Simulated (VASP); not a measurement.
The system is MnS.

```
Mn S
1.0
     0.00000    2.80000    2.80000
     2.80000    0.00000    2.80000
     2.80000    2.80000    0.00000
Mn S
1 1
Direct
  0.00000 0.00000 0.00000
  0.75000 0.75000 0.75000
```

Program: VASP 6.6.1. Alike in all runs: task electric field gradients; spin collinear, ferromagnetic start; cell as given; k mesh 10 × 10 × 10; cutoff (eV) 520; smearing fermi-dirac 0.05 eV.

Task: Order these runs on this cell by their pressure, lowest first.
A. level LDA; potentials or basis VASP PAW LDA potentials, release 64 (Mn_pv, S)
B. level PBEsol; potentials or basis VASP PAW PBE potentials, release 64 (Mn_pv, S)
C. level PBE; potentials or basis VASP PAW PBE potentials, release 64 (Mn_pv, S)

Result: A (-6.7 GPa), B (-2.1 GPa), C (1.1 GPa).

Caveats: a cell with one magnetic atom can't hold antiferromagnetic order, which such compounds often take; the PAW data sets were made with another functional, which shifts forces and pressure a little (some runs).
